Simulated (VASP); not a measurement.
# Si (Pm-3m) in VASP: notebook

Si is run at these levels: PBE; tasks: single point.

Everything below comes from runs of VASP 6.6.1. Logs are shortened: lines on timing, memory, paths and dates and some standing lists are left out, and cuts for length are marked.

**1. The cell of the first run**

It takes space group Pm-3m (No. 221, cubic). The conventional cell has a = 2.549 Å, b = 2.549 Å, c = 2.549 Å, α = 90.00°, β = 90.00°, γ = 90.00°. Within 3.4 Å of Si (site symmetry m-3m) lie 6 Si at 2.55 Å.

**2. Single point, PBE**

The input, INCAR:

```
PREC = Accurate ; ENCUT = 520
EDIFF = 1E-6 ; ISMEAR = -1
SIGMA = 0.05 ; LREAL = False
LASPH = True ; NELM = 100
ALGO = Normal ; ISIF = 2
LWAVE = False ; LCHARG = False
GGA = PE ; NBANDS = 8
```

The input, KPOINTS:

```
regular mesh
0
Gamma
  10 10 10
```

The input, POSCAR:

```
Si
1.0
    2.5488794291      0.0000000000      0.0000000000
    0.0000000000      2.5488794291      0.0000000000
    0.0000000000      0.0000000000      2.5488794291
Si
1
Direct
    0.5000000000      0.5000000000      0.5000000000
```

Potentials or basis: VASP PAW PBE potentials, release 64 (Si).

Run with:

```sh
cat potpaw_PBE.64/Si/POTCAR > POTCAR
mpirun -np 1 vasp_std > vasp.out
```

OUTCAR:

```text
PREC = Accurate
   ENCUT = 520
   EDIFF = 1E-6
   ISMEAR = -1
   LREAL = False
   LASPH = True
   NELM = 100
   ISIF = 2
   GGA = PE

 ion  position               nearest neighbor table
   1  0.500  0.500  0.500-

  LATTYP: Found a simple cubic cell.
 ALAT       =     2.5488794291

  Lattice vectors:

 A1 = (   2.5488794291,   0.0000000000,   0.0000000000)
 A2 = (   0.0000000000,   2.5488794291,   0.0000000000)
 A3 = (   0.0000000000,   0.0000000000,   2.5488794291)

Analysis of symmetry for initial positions (statically):
=====================================================================
 Subroutine PRICEL returns:
 Original cell was already a primitive cell.

 Routine SETGRP: Setting up the symmetry group for a
 simple cubic supercell.

 Subroutine GETGRP returns: Found 48 space group operations
 (whereof 48 operations were pure point group operations)
 out of a pool of 48 trial point group operations.

The static configuration has the point symmetry O_h .

Analysis of symmetry for dynamics (positions and initial velocities):
=====================================================================
 Subroutine PRICEL returns:
 Original cell was already a primitive cell.

 Routine SETGRP: Setting up the symmetry group for a
 simple cubic supercell.

 Subroutine GETGRP returns: Found 48 space group operations
 (whereof 48 operations were pure point group operations)
 out of a pool of 48 trial point group operations.

The dynamic configuration has the point symmetry O_h .

 Subroutine INISYM returns: Found 48 space group operations
 (whereof 48 operations are pure point group operations),
 and found     1 'primitive' translations

----------------------------------------------------------------------------------------

                                     Primitive cell

  volume of cell :      16.5595

  direct lattice vectors                    reciprocal lattice vectors
     2.548879429  0.000000000  0.000000000     0.392329268  0.000000000  0.000000000
     0.000000000  2.548879429  0.000000000     0.000000000  0.392329268  0.000000000
     0.000000000  0.000000000  2.548879429     0.000000000  0.000000000  0.392329268

  length of vectors
     2.548879429  2.548879429  2.548879429     0.392329268  0.392329268  0.392329268

  position of ions in fractional coordinates (direct lattice)
     0.500000000  0.500000000  0.500000000

  ion indices of the primitive-cell ions
   primitive index   ion index
                 1           1

----------------------------------------------------------------------------------------

 KPOINTS: regular mesh

Automatic generation of k-mesh.
 Grid dimensions read from file:
 generate k-points for:   10   10   10

 Generating k-lattice:

  Cartesian coordinates                     Fractional coordinates (reciprocal lattice)
     0.039232927  0.000000000  0.000000000     0.100000000  0.000000000  0.000000000
     0.000000000  0.039232927  0.000000000     0.000000000  0.100000000  0.000000000
     0.000000000  0.000000000  0.039232927     0.000000000  0.000000000  0.100000000

  Length of vectors
     0.039232927  0.039232927  0.039232927

  Shift w.r.t. Gamma in fractional coordinates (k-lattice)
     0.000000000  0.000000000  0.000000000

 Subroutine IBZKPT returns following result:
 ===========================================

 Found     56 irreducible k-points:

 Following reciprocal coordinates:
            Coordinates               Weight
  0.000000  0.000000  0.000000      1.000000
  0.100000  0.000000  0.000000      6.000000
  0.200000  0.000000  0.000000      6.000000
  0.300000  0.000000  0.000000      6.000000
  0.400000  0.000000  0.000000      6.000000
  0.500000  0.000000  0.000000      3.000000
[... 16 lines left out ...]
  0.200000  0.100000  0.100000     24.000000
  0.300000  0.100000  0.100000     24.000000
 [... further k-points ...]
   k-points           NKPTS =     56   k-points in BZ     NKDIM =     56   number of bands    NBANDS=      8
   number of dos      NEDOS =    301   number of ions     NIONS =      1
   total plane-waves  NPLWV =   8000
   dimension x,y,z NGX =    20 NGY =   20 NGZ =   20
   dimension x,y,z NGXF=    40 NGYF=   40 NGZF=   40
   ions per type =               1
   NGX,Y,Z   is equivalent  to a cutoff of  13.04, 13.04, 13.04 a.u.
   NGXF,Y,Z  is equivalent  to a cutoff of  26.09, 26.09, 26.09 a.u.
 SYSTEM =  unknown system
   PREC   = accura    normal or accurate (medium, high low for compatibility)
   ISTART =      0    job   : 0-new  1-cont  2-samecut
   ICHARG =      2    charge: 1-file 2-atom 10-const
   ISPIN  =      1    spin polarized calculation?
   LNONCOLLINEAR =      F non collinear calculations
   LSORBIT =      F    spin-orbit coupling
   LASPH  =      T    aspherical Exc in radial PAW
   ENCUT  =  520.0 eV  38.22 Ry    6.18 a.u.   4.74  4.74  4.74*2*pi/ulx,y,z
   NELM   =    100;   NELMIN=  2; NELMDL= -5     # of ELM steps
   EDIFF  = 0.1E-05   stopping-criterion for ELM
   LREAL  =      F    real-space projection
   EDIFFG = 0.1E-04   stopping-criterion for IOM
   NSW    =      0    number of steps for IOM
   IBRION =     -1    ionic relax: 0-MD 1-quasi-New 2-CG
   NFREE  =      0    steps in history (QN), initial steepest desc. (CG)
   ISIF   =      2    stress and relaxation
   ISYM   =      2    0-nonsym 1-usesym 2-fastsym
   POTIM  = 0.5000    time-step for ionic-motion
   TEBEG  =    0.0;   TEEND  =   0.0 temperature during run
   PSTRESS=    0.0 pullay stress
   NELECT =       4.0000    total number of electrons
   NUPDOWN=      -1.0000    fix difference up-down
   EMIN   =  10.00;   EMAX   =-10.00  energy-range for DOS
   EFERMI =   0.00;   METHOD = LEGACY
   ISMEAR =    -1;   SIGMA  =   0.05  broadening in eV -4-tet -1-fermi 0-gaus
   EFERMI_NEDOS =   21; number of points for ismear=-14 and -15
   IALGO  =     38    algorithm
   IMIX   =      4    mixing-type and parameters
     AMIX     =   0.40;   BMIX     =  1.00
     AMIX_MAG =   1.60;   BMIX_MAG =  1.00
  volume/ion in A,a.u.               =      16.56       111.75
  Fermi-wavevector in a.u.,A,eV,Ry     =   1.019559  1.926686 14.143253  1.039500
  Thomas-Fermi vector in A             =   2.153079
   LORBIT       =      0    0 simple, 1 ext, 2 COOP (PROOUT), +10 PAW based schemes
   GGA     = PE    functional components
   LHFCALC =     F    Hartree Fock is set to
   AEXX    =    0.0000 exact exchange contribution
   IVDW    =     0    specifies the selected vdW correction
   LEPSILON=     F    determine dielectric tensor
   LRPA    =     F    only Hartree local field effects (RPA)
 non-spin polarized calculation
  energy-cutoff  :      520.00
  volume of cell :       16.56
 maximum number of plane-waves:       466
 NGX is ok and might be reduce to    20
   NGX =  9   NGY =  9   NGZ =  9

 number of electron       4.0000000 magnetization

 Free energy of the ion-electron system (eV)
  ---------------------------------------------------
  ext. energy  EPLUGINS =         0.00000000
  ---------------------------------------------------
  free energy    TOTEN  =        -5.10730810 eV

  energy without entropy =       -5.10608157  energy(sigma->0) =       -5.10669484

 E-fermi :   7.9727     XC(G=0): -10.5257

 val. band max:        7.9098255081   @ k =   0.5000   0.5000   0.4000
 cond. band min:       8.3043930716   @ k =   0.4000   0.4000   0.3000
 fundamental gap:      0.3945675635
 Fermi energy:         7.9727059260

 k-point     1 :       0.0000    0.0000    0.0000
  band No.  band energies     occupation
      1      -5.0065      2.00000
      2      15.4351      0.00000
      3      15.4351      0.00000
      4      15.5388      0.00000
      5      15.5388      0.00000
      6      15.5388      0.00000
      7      23.4063      0.00000
      8      32.4158      0.00000

 k-point     2 :       0.1000    0.0000    0.0000
  band No.  band energies     occupation
      1      -4.7883      2.00000
      2      12.0872      0.00000
      3      15.6107      0.00000
      4      15.7191      0.00000
      5      15.7191      0.00000
      6      18.5293      0.00000
      7      24.2325      0.00000
      8      30.9493      0.00000

 k-point     3 :       0.2000    0.0000    0.0000
  band No.  band energies     occupation
      1      -4.1378      2.00000
      2       8.7838      0.00000
      3      16.1159      0.00000
      4      16.2534      0.00000
      5      16.2534      0.00000
      6      20.6719      0.00000
      7      26.6492      0.00000
      8      28.2721      0.00000

 k-point     4 :       0.3000    0.0000    0.0000
  band No.  band energies     occupation
      1      -3.0720      2.00000
      2       5.7632      2.00000
      3      16.8666      0.00000
      4      17.1102      0.00000
      5      17.1102      0.00000
      6      22.2888      0.00000
      7      25.6490      0.00000
      8      25.6490      0.00000

 k-point     5 :       0.4000    0.0000    0.0000
  band No.  band energies     occupation
      1      -1.6554      2.00000
      2       3.1561      2.00000
      3      17.6439      0.00000
      4      18.1642      0.00000
      5      18.1642      0.00000
      6      23.4875      0.00000
      7      23.4875      0.00000
      8      23.8640      0.00000
[... 177 lines left out ...]
 k-point    22 :       0.1000    0.1000    0.1000
  band No.  band energies     occupation
      1      -4.3524      2.00000
      2      11.9778      0.00000
      3      11.9778      0.00000
      4      14.3309      0.00000
      5      20.1094      0.00000
      6      20.1094      0.00000
      7      25.2096      0.00000
      8      29.1103      0.00000

 k-point    23 :       0.2000    0.1000    0.1000
  band No.  band energies     occupation
      1      -3.7029      2.00000
      2       9.0940      0.00000
      3      12.5169      0.00000
      4      14.5251      0.00000
      5      20.5817      0.00000
      6      22.6640      0.00000
      7      25.8829      0.00000
      8      26.1274      0.00000

 k-point    24 :       0.3000    0.1000    0.1000
  band No.  band energies     occupation
      1      -2.6386      2.00000
      2       6.1425      2.00000
      3      13.3581      0.00000
      4      15.4228      0.00000
      5      21.2258      0.00000
      6      22.9063      0.00000
      7      23.4535      0.00000
      8      25.5235      0.00000

 [... further k-points ...]
[... 5 lines left out ...]
  --------------------------------------------------------------------------------------
  -------------------------------------------------------------------------------------
  Total       -0.1816995     -0.1816995     -0.1816995     -0.0000000     -0.0000000     -0.0000000
  in kB      -17.5798977    -17.5798977    -17.5798977     -0.0000000     -0.0000000     -0.0000000
  external PRESSURE =     -17.5798977 kB  Pullay stress =       0.0000000 kB

 VOLUME and BASIS-vectors are now :
 -----------------------------------------------------------------------------
  energy-cutoff  :      520.00
  volume of cell :       16.56
      direct lattice vectors                 reciprocal lattice vectors
     2.548879429  0.000000000  0.000000000     0.392329268  0.000000000  0.000000000
     0.000000000  2.548879429  0.000000000     0.000000000  0.392329268  0.000000000
     0.000000000  0.000000000  2.548879429     0.000000000  0.000000000  0.392329268

 POSITION                                       TOTAL-FORCE (eV/Angst)
 -----------------------------------------------------------------------------------
      1.27444      1.27444      1.27444         0.000000      0.000000      0.000000
 -----------------------------------------------------------------------------------
    total drift:                                0.000000     -0.000000     -0.000000

  FREE ENERGIE OF THE ION-ELECTRON SYSTEM (eV)
  ---------------------------------------------------
  free  energy   TOTEN  =        -5.1073081032 eV

  energy  without entropy=       -5.1060815743  energy(sigma->0) =       -5.10669484
```

It took 4.1 s on 1 thread of Intel Xeon Platinum 8488C (Sapphire Rapids), shared host; peak memory 0.12 GiB.

What came out:

| Property | Result |
| --- | --- |
| Free energy | -5.1073 eV |
| Pressure | -1.8 GPa |
| Band gap on the k mesh | zero (band 2 reaches 15.44 eV, above the bottom of band 3 at 5.19 eV) |

Levels at points of the mesh, in eV from the Fermi level:
| k point | band 1 | band 2 | band 3 | band 4 | band 5 | band 6 |
| --- | --- | --- | --- | --- | --- | --- |
| (0.00, 0.00, 0.00) | -12.98 | 7.46 | 7.46 | 7.57 | 7.57 | 7.57 |
| (0.50, 0.00, 0.00) | -8.50 | -6.35 | 10.04 | 10.84 | 10.84 | 14.49 |
| (0.50, 0.50, 0.00) | -3.50 | -2.78 | -2.78 | 1.62 | 14.00 | 17.06 |
| (0.50, 0.50, 0.50) | 0.55 | 0.55 | 0.55 | 3.28 | 5.20 | 5.20 |

**3. Single point, PBE**

This run uses another cell than the first one, of 16.88 Å³/atom, 1.020 times its volume.

The input, INCAR:

```
SYSTEM = Si
PREC     = Accurate       ! precision mode
ENCUT    = 520            ! plane-wave cutoff, eV
EDIFF    = 1E-6           ! SCF threshold, eV
ISMEAR   = -1             ! smearing method
SIGMA    = 0.05           ! smearing width, eV
LREAL    = .False.        ! projectors in reciprocal space
LASPH    = .True.         ! aspherical terms in the spheres
NELM     = 60             ! most SCF steps
ALGO     = Normal         ! electronic algorithm
ISIF     = 2              ! what is computed and relaxed
LWAVE    = .False.        ! write WAVECAR
LCHARG   = .False.        ! write CHGCAR
GGA      = PE             ! functional
NBANDS   = 8              ! bands
```

The input, KPOINTS:

```
Automatic mesh
0
Gamma
  10 10 10
  0 0 0
```

The input, POSCAR:

```
Si
1.0
    2.5654310580      0.0000000000      0.0000000000
    0.0000000000      2.5654310580      0.0000000000
    0.0000000000      0.0000000000      2.5654310580
Si
1
Direct
    0.5000000000      0.5000000000      0.5000000000
```

Potentials or basis: VASP PAW PBE potentials, release 64 (Si).

Run with:

```sh
cat potpaw_PBE.64/Si/POTCAR > POTCAR
mpirun -np 1 vasp_std > vasp.out
```

Wall time 3.9 s (1 thread of Intel Xeon Platinum 8488C (Sapphire Rapids), shared host); peak memory 0.12 GiB.

The run converged. Its results:

- Free energy: -5.1019 eV
- Pressure: -3.5 GPa
- Band gap on the k mesh: zero (band 2 reaches 15.18 eV, above the bottom of band 3 at 5.01 eV)

Levels at points of the mesh, in eV from the Fermi level:
```tsv
k point	band 1	band 2	band 3	band 4	band 5	band 6
(0.00, 0.00, 0.00)	-12.81	7.44	7.44	7.44	7.46	7.46
(0.50, 0.00, 0.00)	-8.42	-6.22	9.99	10.64	10.64	14.39
(0.50, 0.50, 0.00)	-3.54	-2.72	-2.72	1.71	13.70	16.92
(0.50, 0.50, 0.50)	0.54	0.54	0.54	3.03	5.23	5.23
```
